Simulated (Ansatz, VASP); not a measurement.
# One calculation of CuO, two programs

File INCAR:

```
AGGAC = 1.0
AGGAX = 1.0
ALDAC = 0.0
ALDAX = 1.0
ALGO = Normal
EDIFF = 1E-6
ENCUT = 520
GGA = B5
ISIF = 2
ISMEAR = -1
LASPH = T
LCHARG = F
LREAL = F
LWAVE = F
NBANDS = 25
NELM = 100
PREC = Accurate
SIGMA = 0.05
```

Contents of KPOINTS:

```
k-points
0
Gamma
  5 5 4
```

Contents of POSCAR:

```
CuO
1.0
    3.1754955000      0.0000000000      0.0000000000
    0.0000000000      3.1754955000      0.0000000000
    0.0000000000      0.0000000000      4.6495318700
Cu O
2 2
Direct
    0.0000000000      0.0000000000      0.0000000000
    0.5000000000      0.5000000000      0.0000000000
    0.5000000000      0.0000000000      0.2670000000
    0.0000000000      0.5000000000      0.7330000000
```

The input input.yaml:

```yaml
crystal:
  lattice:
    - [3.1754955, 0.0, 0.0]
    - [0.0, 3.1754955, 0.0]
    - [0.0, 0.0, 4.64953187]
  atoms:
    - { symbol: Cu, position: [0.0, 0.0, 0.0] }
    - { symbol: Cu, position: [0.5, 0.5, 0.0] }
    - { symbol: O, position: [0.5, 0.0, 0.267] }
    - { symbol: O, position: [0.0, 0.5, 0.733] }
hamiltonian:
  xc: blyp
  pseudopotentials: { kind: paw }
kpoints:
  mp_grid: { grid: [5, 5, 4] }
  band_path:
    path:
      - [[0.0, 0.0, 0.0], [0.0, 0.5, 0.0], [0.5, 0.5, 0.0], [0.0, 0.0, 0.0], [0.0, 0.0, 0.5], [0.0, 0.5, 0.5], [0.5, 0.5, 0.5], [0.0, 0.0, 0.5]]
      - [[0.0, 0.5, 0.0], [0.0, 0.5, 0.5]]
      - [[0.5, 0.5, 0.0], [0.5, 0.5, 0.5]]
    npoints: 14
scf:
  occupations: { method: fermi_dirac, width: 0.05 }
  n_extra_bands: 10
output:
  forces: true
  stress: true
  eigenvalues: true
  fatbands: false
```

Alike in both runs: functional BLYP; k mesh 5 × 5 × 4; occupations fermi-dirac, width 0.05 eV; no spin polarisation.

```csv
,VASP,Ansatz
version,VASP 6.6.1,Ansatz 0.2.0
potentials or method,"VASP PAW PBE potentials, release 64 (Cu, O)",Ansatz PAW
plane-wave cutoff (eV),520,420
valence electrons in the cell,34,50
task,single point,band structure
```

Ansatz gave:

- gap on the k mesh at the Fermi level (eV): none
- pressure (GPa): 22.4
- traceless stress, the component that is largest in VASP (GPa): -27.27
- rms of the force components (eV/Å): 0.247

**Question.** Estimate VASP's values.

**Answer.** gap on the k mesh at the Fermi level (eV): none; pressure (GPa): 23.1; traceless stress, the component that is largest in VASP (GPa): -27.57; rms of the force components (eV/Å): 0.212.

VASP's potentials were made for PBE, not for BLYP. Atom by atom the forces differ by 0.035 eV/Å (rms over components). A gap of «none» marks a metal or a gap that the smearing closes. VASP's potentials hold 34 valence electrons a cell and Ansatz's 50, so a difference there can come from the potentials and not from the codes.

The k mesh is coarse, so the values compare programs but aren't converged.
